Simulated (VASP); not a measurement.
# C (Cmm2) in VASP: further runs

Runs on C. Level: r2SCAN. Tasks: single point.

Everything below comes from runs of VASP 6.6.1. Logs are shortened: lines on timing, memory, paths and dates and some standing lists are left out, and cuts for length are marked.

## 1. The cell of the first run

It takes space group Cmm2 (No. 35, orthorhombic). The conventional cell has a = 5.035 Å, b = 5.035 Å, c = 3.560 Å, α = 90.00°, β = 90.00°, γ = 90.00°. C (site symmetry mm2) has 4 C at 1.51 to 1.57 Å within 2.0 Å. Within 2.1 Å of C (site symmetry mm2) lie 4 C at 1.54 Å. Within 2.1 Å of C (site symmetry 2) lie 4 C at 1.54 Å. Within 2.1 Å of C (site symmetry m) lie 4 C at 1.54 to 1.57 Å. C (site symmetry m) has 4 C at 1.51 to 1.54 Å within 2.0 Å.

## 2. Single point, r2SCAN (atom 1 (C) moved -0.050 Å along Cartesian [0 0 1])

The input, POSCAR:

```
C
1.0
    3.5602834153      0.0000000000      0.0000000000
    0.0000000000     -3.5602834153      0.0000000000
    0.0000000000      0.0000000000     -3.5602834153
C
8
Direct
    0.5000000000      0.0000000000      0.0140438258
    0.0000000000      0.5000000000      0.0000000000
    0.0000000000      0.0000000000      0.5000000000
    0.5000000000      0.5000000000      0.5000000000
    0.7500000000      0.7500000000      0.7500000000
    0.2500000000      0.2500000000      0.7500000000
    0.2500000000      0.7500000000      0.2500000000
    0.7500000000      0.2500000000      0.2500000000
```

The input, INCAR.step1:

```
SYSTEM = C
ALGO = Normal ; EDIFF = 1E-4
ENCUT = 520 ; GGA = PE
ISMEAR = 0 ; LASPH = .True.
LCHARG = .False. ; LREAL = .False.
LWAVE = .True. ; NBANDS = 26
NELM = 60 ; PREC = Accurate
SIGMA = 0.05
```

The input, INCAR.step2:

```
SYSTEM = C
ALGO = Normal ; EDIFF = 1E-7
ENCUT = 520 ; ISIF = 2
ISMEAR = 0 ; ISTART = 1
LASPH = .True. ; LCHARG = .False.
LMIXTAU = .True. ; LREAL = .False.
LWAVE = .False. ; METAGGA = R2SCAN
NBANDS = 26 ; NELM = 60
PREC = Accurate ; SIGMA = 0.05
```

The input, KPOINTS:

```
k-points
0
Gamma
  6 6 6
  0 0 0
```

Potentials or basis: VASP PAW PBE potentials, release 64 (C).

On the command line:

```bash
$ cat potpaw_PBE.64/C/POTCAR > POTCAR
$ cp INCAR.step1 INCAR
$ mpirun -np 1 vasp_std > vasp.out
$ cp INCAR.step2 INCAR
$ mpirun -np 1 vasp_std > vasp.out
```

OUTCAR:

```text
SYSTEM = C
   EDIFF = 1E-7
   ENCUT = 520
   ISIF = 2
   ISMEAR = 0
   ISTART = 1
   LASPH = .True.
   LREAL = .False.
   METAGGA = R2SCAN
   NELM = 60
   PREC = Accurate

 ion  position               nearest neighbor table
   1  0.500  0.000  0.014-   7 1.51   8 1.51   5 1.57   6 1.57
   2  0.000  0.500  0.000-   5 1.54   6 1.54   7 1.54   8 1.54
   3  0.000  0.000  0.500-   5 1.54   6 1.54   7 1.54   8 1.54
   4  0.500  0.500  0.500-   5 1.54   6 1.54   7 1.54   8 1.54
   5  0.750  0.750  0.750-   2 1.54   3 1.54   4 1.54   1 1.57
   6  0.250  0.250  0.750-   2 1.54   3 1.54   4 1.54   1 1.57
   7  0.250  0.750  0.250-   1 1.51   2 1.54   3 1.54   4 1.54
   8  0.750  0.250  0.250-   1 1.51   2 1.54   3 1.54   4 1.54

  LATTYP: Found a simple cubic cell.
 ALAT       =     3.5602834153

  Lattice vectors:

 A1 = (   3.5602834153,   0.0000000000,   0.0000000000)
 A2 = (   0.0000000000,  -3.5602834153,   0.0000000000)
 A3 = (   0.0000000000,   0.0000000000,  -3.5602834153)

Analysis of symmetry for initial positions (statically):
=====================================================================
 Subroutine PRICEL returns:
 Original cell was already a primitive cell.

 Routine SETGRP: Setting up the symmetry group for a
 simple cubic supercell.

 Subroutine GETGRP returns: Found  4 space group operations
 (whereof  2 operations were pure point group operations)
 out of a pool of 48 trial point group operations.

The static configuration has the point symmetry C_2 .
 The point group associated with its full space group is C_2v.

Analysis of symmetry for dynamics (positions and initial velocities):
=====================================================================
 Subroutine PRICEL returns:
 Original cell was already a primitive cell.

 Routine SETGRP: Setting up the symmetry group for a
 simple cubic supercell.

 Subroutine GETGRP returns: Found  4 space group operations
 (whereof  2 operations were pure point group operations)
 out of a pool of 48 trial point group operations.

The dynamic configuration has the point symmetry C_2 .
 The point group associated with its full space group is C_2v.

 Subroutine INISYM returns: Found  4 space group operations
 (whereof  2 operations are pure point group operations),
 and found     1 'primitive' translations

----------------------------------------------------------------------------------------

                                     Primitive cell

  volume of cell :      45.1288

  direct lattice vectors                    reciprocal lattice vectors
     3.560283415  0.000000000  0.000000000     0.280876516  0.000000000  0.000000000
     0.000000000 -3.560283415  0.000000000     0.000000000 -0.280876516  0.000000000
     0.000000000  0.000000000 -3.560283415     0.000000000  0.000000000 -0.280876516

  length of vectors
     3.560283415  3.560283415  3.560283415     0.280876516  0.280876516  0.280876516

  position of ions in fractional coordinates (direct lattice)
     0.500000000  0.000000000  0.014043826
     0.000000000  0.500000000  0.000000000
     0.000000000  0.000000000  0.500000000
     0.500000000  0.500000000  0.500000000
     0.750000000  0.750000000  0.750000000
     0.250000000  0.250000000  0.750000000
     0.250000000  0.750000000  0.250000000
     0.750000000  0.250000000  0.250000000

  ion indices of the primitive-cell ions
   primitive index   ion index
                 1           1
                 2           2
                 3           3
                 4           4
                 5           5
                 6           6
                 7           7
                 8           8

----------------------------------------------------------------------------------------

 KPOINTS: k-points

Automatic generation of k-mesh.
 Grid dimensions read from file:
 generate k-points for:    6    6    6

 Generating k-lattice:

  Cartesian coordinates                     Fractional coordinates (reciprocal lattice)
     0.046812753  0.000000000  0.000000000     0.166666667  0.000000000  0.000000000
     0.000000000 -0.046812753  0.000000000     0.000000000  0.166666667  0.000000000
     0.000000000  0.000000000 -0.046812753     0.000000000  0.000000000  0.166666667

  Length of vectors
     0.046812753  0.046812753  0.046812753

  Shift w.r.t. Gamma in fractional coordinates (k-lattice)
     0.000000000  0.000000000  0.000000000

 Subroutine IBZKPT returns following result:
 ===========================================

 Found     52 irreducible k-points:

 Following reciprocal coordinates:
            Coordinates               Weight
  0.000000  0.000000  0.000000      1.000000
  0.166667  0.000000  0.000000      4.000000
  0.000000  0.000000  0.166667      2.000000
  0.333333  0.000000  0.000000      4.000000
  0.000000  0.000000  0.333333      2.000000
  0.500000  0.000000  0.000000      2.000000
[... 16 lines left out ...]
  0.333333  0.000000  0.500000      4.000000
  0.500000  0.500000  0.000000      1.000000
 [... further k-points ...]
   k-points           NKPTS =     52   k-points in BZ     NKDIM =     52   number of bands    NBANDS=     26
   number of dos      NEDOS =    301   number of ions     NIONS =      8
   total plane-waves  NPLWV =  21952
   dimension x,y,z NGX =    28 NGY =   28 NGZ =   28
   dimension x,y,z NGXF=    56 NGYF=   56 NGZF=   56
   ions per type =               8
   NGX,Y,Z   is equivalent  to a cutoff of  13.07, 13.07, 13.07 a.u.
   NGXF,Y,Z  is equivalent  to a cutoff of  26.15, 26.15, 26.15 a.u.
 SYSTEM =  C
   PREC   = accura    normal or accurate (medium, high low for compatibility)
   ISTART =      1    job   : 0-new  1-cont  2-samecut
   ICHARG =      0    charge: 1-file 2-atom 10-const
   ISPIN  =      1    spin polarized calculation?
   LNONCOLLINEAR =      F non collinear calculations
   LSORBIT =      F    spin-orbit coupling
   LASPH  =      T    aspherical Exc in radial PAW
   ENCUT  =  520.0 eV  38.22 Ry    6.18 a.u.   6.62  6.62  6.62*2*pi/ulx,y,z
   NELM   =     60;   NELMIN=  2; NELMDL=  0     # of ELM steps
   EDIFF  = 0.1E-06   stopping-criterion for ELM
   LREAL  =      F    real-space projection
   EDIFFG = 0.1E-05   stopping-criterion for IOM
   NSW    =      0    number of steps for IOM
   IBRION =     -1    ionic relax: 0-MD 1-quasi-New 2-CG
   NFREE  =      0    steps in history (QN), initial steepest desc. (CG)
   ISIF   =      2    stress and relaxation
   ISYM   =      2    0-nonsym 1-usesym 2-fastsym
   POTIM  = 0.5000    time-step for ionic-motion
   TEBEG  =    0.0;   TEEND  =   0.0 temperature during run
   PSTRESS=    0.0 pullay stress
   NELECT =      32.0000    total number of electrons
   NUPDOWN=      -1.0000    fix difference up-down
   EMIN   =  10.00;   EMAX   =-10.00  energy-range for DOS
   EFERMI =   0.00;   METHOD = LEGACY
   ISMEAR =     0;   SIGMA  =   0.05  broadening in eV -4-tet -1-fermi 0-gaus
   EFERMI_NEDOS =   21; number of points for ismear=-14 and -15
   IALGO  =     38    algorithm
   IMIX   =      4    mixing-type and parameters
     AMIX     =   0.40;   BMIX     =  1.00
     AMIX_MAG =   1.60;   BMIX_MAG =  1.00
  volume/ion in A,a.u.               =       5.64        38.07
  Fermi-wavevector in a.u.,A,eV,Ry     =   1.459846  2.758708 28.996044  2.131149
  Thomas-Fermi vector in A             =   2.576365
   LORBIT       =      0    0 simple, 1 ext, 2 COOP (PROOUT), +10 PAW based schemes
   METAGGA = R2SCAN    functional components
   LHFCALC =     F    Hartree Fock is set to
   AEXX    =    0.0000 exact exchange contribution
   IVDW    =     0    specifies the selected vdW correction
   LEPSILON=     F    determine dielectric tensor
   LRPA    =     F    only Hartree local field effects (RPA)
 non-spin polarized calculation
 Gauss-broadening in eV      SIGMA  =   0.05
  energy-cutoff  :      520.00
  volume of cell :       45.13
 maximum number of plane-waves:      1233
 NGX is ok and might be reduce to    28
   NGX = 13   NGY = 13   NGZ = 13

 number of electron      31.9999998 magnetization

 Free energy of the ion-electron system (eV)
  ---------------------------------------------------
  ext. energy  EPLUGINS =         0.00000000
  ---------------------------------------------------
  free energy    TOTEN  =       -78.57079169 eV

  energy without entropy =      -78.57079169  energy(sigma->0) =      -78.57079169

 E-fermi :  10.2818     XC(G=0): -14.2878

 val. band max:        9.9970683092   @ k =   0.0000   0.0000   0.0000
 cond. band min:      14.1333990522   @ k =   0.3333   0.0000   0.0000
 fundamental gap:      4.1363307430
 Fermi energy:        10.2818062431

 k-point     1 :       0.0000    0.0000    0.0000
  band No.  band energies     occupation
      1     -12.9828      2.00000
      2      -4.0231      2.00000
      3      -3.9369      2.00000
      4      -3.8353      2.00000
      5      -3.8343      2.00000
      6      -3.7417      2.00000
[... 18 lines left out ...]
     25      15.8597      0.00000
     26      23.7133      0.00000

 k-point     2 :       0.1667    0.0000    0.0000
  band No.  band energies     occupation
      1     -12.7139      2.00000
      2      -6.4953      2.00000
      3      -3.8107      2.00000
      4      -3.6804      2.00000
      5      -3.6743      2.00000
      6      -3.5357      2.00000
[... 18 lines left out ...]
     25      16.9315      0.00000
     26      23.8630      0.00000

 k-point     3 :       0.0000    0.0000    0.1667
  band No.  band energies     occupation
      1     -12.7141      2.00000
      2      -6.4913      2.00000
      3      -3.7825      2.00000
      4      -3.6806      2.00000
      5      -3.6752      2.00000
      6      -3.5762      2.00000
[... 572 lines left out ...]
 k-point    23 :       0.3333    0.0000    0.5000
  band No.  band energies     occupation
      1      -9.6643      2.00000
      2      -9.4500      2.00000
      3      -6.7482      2.00000
      4      -6.5345      2.00000
      5      -0.8225      2.00000
      6      -0.7927      2.00000
[... 18 lines left out ...]
     25      22.0226      0.00000
     26      22.2302      0.00000

 k-point    24 :       0.5000    0.5000    0.0000
  band No.  band energies     occupation
      1      -8.3540      2.00000
      2      -8.3428      2.00000
      3      -8.2692      2.00000
      4      -8.2623      2.00000
      5       0.3653      2.00000
      6       0.4188      2.00000
[... 18 lines left out ...]
     25      22.6403      0.00000
     26      22.7591      0.00000

 [... further k-points ...]
[... 5 lines left out ...]
  --------------------------------------------------------------------------------------
  -------------------------------------------------------------------------------------
  Total        0.4140115      0.4140115      0.3432477     -0.1310724      0.0000000      0.0000000
  in kB       14.6983748     14.6983748     12.1860921     -4.6533769      0.0000000      0.0000000
  external PRESSURE =      13.8609472 kB  Pullay stress =       0.0000000 kB

 VOLUME and BASIS-vectors are now :
 -----------------------------------------------------------------------------
  energy-cutoff  :      520.00
  volume of cell :       45.13
      direct lattice vectors                 reciprocal lattice vectors
     3.560283415  0.000000000  0.000000000     0.280876516  0.000000000  0.000000000
     0.000000000 -3.560283415  0.000000000     0.000000000 -0.280876516  0.000000000
     0.000000000  0.000000000 -3.560283415     0.000000000  0.000000000 -0.280876516

 POSITION                                       TOTAL-FORCE (eV/Angst)
 -----------------------------------------------------------------------------------
      1.78014      0.00000     -0.05000        -0.000000     -0.000000      2.311512
      0.00000     -1.78014      0.00000        -0.000000     -0.000000      0.314657
      0.00000      0.00000     -1.78014        -0.000000     -0.000000     -0.344000
      1.78014     -1.78014     -1.78014        -0.000000     -0.000000     -0.344000
      2.67021     -2.67021     -2.67021        -0.123771     -0.123771     -0.461073
      0.89007     -0.89007     -2.67021         0.123771      0.123771     -0.461073
      0.89007     -2.67021     -0.89007        -0.172083      0.172083     -0.508012
      2.67021     -0.89007     -0.89007         0.172083     -0.172083     -0.508012
 -----------------------------------------------------------------------------------
    total drift:                                0.000000     -0.000000      0.000057

  FREE ENERGIE OF THE ION-ELECTRON SYSTEM (eV)
  ---------------------------------------------------
  free  energy   TOTEN  =       -78.5707916928 eV

  energy  without entropy=      -78.5707916928  energy(sigma->0) =      -78.57079169
```

Run time: 3.6 min. Hardware: 1 thread of AMD EPYC 9R45 (Zen 5), shared host; peak memory 0.14 GiB.

Results:

| Item | Value |
| --- | --- |
| Free energy | -78.5708 eV |
| Pressure | 1.4 GPa |
| Largest force | 2.312 eV/Å |
| Band gap on the k mesh | 4.14 eV |

Forces in eV/Å, atoms in the order of the input:
```
C    0.000  0.000  2.312
C    0.000  0.000  0.315
C    0.000  0.000 -0.344
C    0.000  0.000 -0.344
C   -0.124 -0.124 -0.461
C    0.124  0.124 -0.461
C   -0.172  0.172 -0.508
C    0.172 -0.172 -0.508
```

Stress tensor (GPa, compression positive):
```
 1.47 -0.47  0.00
-0.47  1.47  0.00
 0.00  0.00  1.22
```

Caveat: the cell differs from its parent crystal (atom 1 (C) moved -0.050 Å along Cartesian [0 0 1]); the PAW data sets were made with another functional, which shifts forces and pressure a little.

## 3. Single point, r2SCAN (atom 1 (C) moved +0.025 Å along Cartesian [0 0 1])

POSCAR, as its differences from that of step 2:

```diff
@@ -8,3 +8,3 @@
 Direct
-    0.5000000000      0.0000000000      0.0140438258
+    0.5000000000      0.0000000000     -0.0070219129
     0.0000000000      0.5000000000      0.0000000000
```

The input, INCAR.step1:

```
SYSTEM = C
PREC = Accurate ; ENCUT = 520
ISMEAR = 0 ; SIGMA = 0.05
LREAL = .FALSE. ; LASPH = .TRUE.
NELM = 80 ; NBANDS = 26
GGA = PE ; ALGO = Normal
EDIFF = 1E-4 ; LWAVE = .TRUE.
LCHARG = .FALSE.
```

The input, INCAR.step2:

```
SYSTEM = C
PREC = Accurate ; ENCUT = 520
EDIFF = 1E-6 ; ISMEAR = 0
SIGMA = 0.05 ; LREAL = .FALSE.
LASPH = .TRUE. ; NELM = 80
ALGO = Normal ; ISIF = 2
LWAVE = .FALSE. ; LCHARG = .FALSE.
METAGGA = R2SCAN ; LMIXTAU = .TRUE.
NBANDS = 26 ; ISTART = 1
```

The input, KPOINTS:

```
regular mesh
0
G
  6 6 6
  0 0 0
```

Potentials or basis: VASP PAW PBE potentials, release 64 (C).

On the command line:

```bash
$ cat potpaw_PBE.64/C/POTCAR > POTCAR
$ cp INCAR.step1 INCAR
$ mpirun -np 1 vasp_std > vasp.out
$ cp INCAR.step2 INCAR
$ mpirun -np 1 vasp_std > vasp.out
```

Run time: 2.6 min. Hardware: 1 thread of AMD EPYC 9R45 (Zen 5), shared host; peak memory 0.14 GiB.

The run converged. Its results:

| Quantity | Value |
| --- | --- |
| Free energy | -78.6142 eV |
| Pressure | 1.2 GPa |
| Largest force | 1.158 eV/Å |
| Band gap on the k mesh | 4.25 eV |

Forces in eV/Å, atoms in the order of the input:
```
C    0.000  0.000 -1.158
C    0.000  0.000 -0.157
C    0.000  0.000  0.172
C    0.000  0.000  0.172
C    0.080  0.080  0.249
C   -0.080 -0.080  0.249
C    0.068 -0.068  0.237
C   -0.068  0.068  0.237
```

Stress tensor (GPa, compression positive):
```
1.19 0.23 0.00
0.23 1.19 0.00
0.00 0.00 1.13
```

Levels at points of the mesh, in eV from the valence-band top:
```tsv
k point	band 12	band 13	band 14	band 15	band 16	band 17	band 18	band 19	band 20	band 21
(0.00, 0.00, 0.00)	-6.79	-6.74	-0.20	-0.10	0.00	4.80	4.84	4.91	4.91	4.96
(0.50, 0.00, 0.00)	-4.99	-4.49	-4.49	-4.49	-4.47	4.55	4.55	10.65	10.65	11.07
(0.00, 0.00, 0.50)	-4.97	-4.62	-4.53	-4.46	-4.37	4.52	4.58	10.65	10.69	11.09
(0.50, 0.50, 0.00)	-8.12	-3.45	-3.33	-3.30	-3.19	8.16	8.24	8.24	8.32	10.31
(0.00, 0.50, 0.50)	-8.12	-3.38	-3.32	-3.31	-3.25	8.17	8.20	8.27	8.29	10.39
(0.50, 0.50, 0.50)	-3.10	-3.09	-3.08	-3.04	-2.93	8.57	8.62	8.79	8.79	8.80
```

Caveat: the cell differs from its parent crystal (atom 1 (C) moved +0.025 Å along Cartesian [0 0 1]); the PAW data sets were made with another functional, which shifts forces and pressure a little.
